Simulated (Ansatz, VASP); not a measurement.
CoSi in VASP and in Ansatz

```
Co Si
1.0
     4.43085    0.00000    0.00000
     0.00000    4.43085    0.00000
     0.00000    0.00000    4.43085
Co Si
4 4
Cartesian
  0.6252 0.6252 0.6252
  1.5902 3.8056 2.8407
  2.8407 1.5902 3.8056
  3.8056 2.8407 1.5902
  3.7344 3.7344 3.7344
  2.9118 0.6964 1.5190
  1.5190 2.9118 0.6964
  0.6964 1.5190 2.9118
```

Change from the starting cell: mode 4 (185.2 1/cm) frozen in, largest displacement -0.030 Å.

Alike in both runs: task single point; functional PBE; k mesh 10 × 10 × 10; occupations gaussian, width 0.15 eV; no spin polarisation.

|  | VASP | Ansatz |
| --- | --- | --- |
| version | VASP 6.6.1 | Ansatz 0.2.0 |
| potentials or method | VASP PAW PBE potentials, release 64 (Co, Si), cutoff 520 eV | scalar-relativistic, plane waves, PAW |
| valence electrons in the cell | 52 | 84 |

|  | VASP | Ansatz | Ansatz less VASP |
| --- | --- | --- | --- |
| gap on the k mesh at the Fermi level (eV) | none | none | - |
| pressure (GPa) | 0.5 | 0.6 | +0.08 |
| rms of the force components (eV/Å) | 0.091 | 0.088 | -0.0027 |

Atom by atom the forces differ by 0.003 eV/Å (rms over components). A gap of «none» marks a metal or a gap that the smearing closes. With one functional, cell and mesh, what is left measures potentials, basis and numerics. VASP's potentials hold 52 valence electrons a cell and Ansatz's 84, so a difference there can come from the potentials and not from the codes.
